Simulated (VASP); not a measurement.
Write the native input for VASP 6.6.1 that does the following.

```yaml
Task: single point
Functional: PBE
Dispersion: D3(BJ)
Potentials_or_basis: VASP PAW PBE potentials, release 64 (Co, Ti_sv)
Cutoff: 520 eV
k_mesh: 9 × 9 × 9
Occupations: fermi-dirac, width 0.05 eV
Spin: collinear spin, ferromagnetic start
Starting_moments: "[2.0, 1.0] μB"
Dipole_correction: no
Further_INCAR_settings: ALGO = Fast; EDIFF = 1e-06; NBANDS = 22
```

The structure of TiCo lies in POSCAR:

```
TiCo
1.0
    2.9418107415      0.0000000000      0.0000000000
    0.0000000000      2.9418107415      0.0000000000
    0.0000000000      0.0000000000      2.9418107415
Co Ti
1 1
Direct
    0.5000000000      0.5000000000      0.5000000000
    0.0000000000      0.0000000000      0.0000000000
```

One way to write it, as run:

INCAR

```
PREC = Accurate ; ENCUT = 520
EDIFF = 1E-6 ; ISMEAR = -1
SIGMA = 0.05 ; LREAL = False
LASPH = True ; NELM = 150
ALGO = Fast ; ISIF = 2
LWAVE = False ; LCHARG = True
ISPIN = 2 ; MAGMOM = 2 1
LORBIT = 11 ; LMAXMIX = 4
GGA = PE ; IVDW = 12
LELF = True ; LVHAR = True
NBANDS = 22
```

KPOINTS

```
Automatic mesh
0
Gamma
  9 9 9
```

Potentials or basis: VASP PAW PBE potentials, release 64 (Co, Ti_sv).

Run with:

```bash
$ cat potpaw_PBE.64/Co/POTCAR potpaw_PBE.64/Ti_sv/POTCAR > POTCAR
$ mpirun -np 1 vasp_std > vasp.out
```

Results of the run:

```
Pressure                                              : -0.7 GPa
Net moment                                            : 0.69 μB per cell
Site moments                                          : Co +0.75; Ti -0.02 μB
Valence electrons inside the program's atomic spheres : Co 8.37; Ti 10.35
Dispersion energy per atom                            : -0.564 eV
```

Caveat: pairwise dispersion overbinds metals, which lowers pressure and volume.

Run time: 40 s on 1 thread of Intel Xeon 6975P-C, with other jobs on the host, peak memory 0.18 GiB.
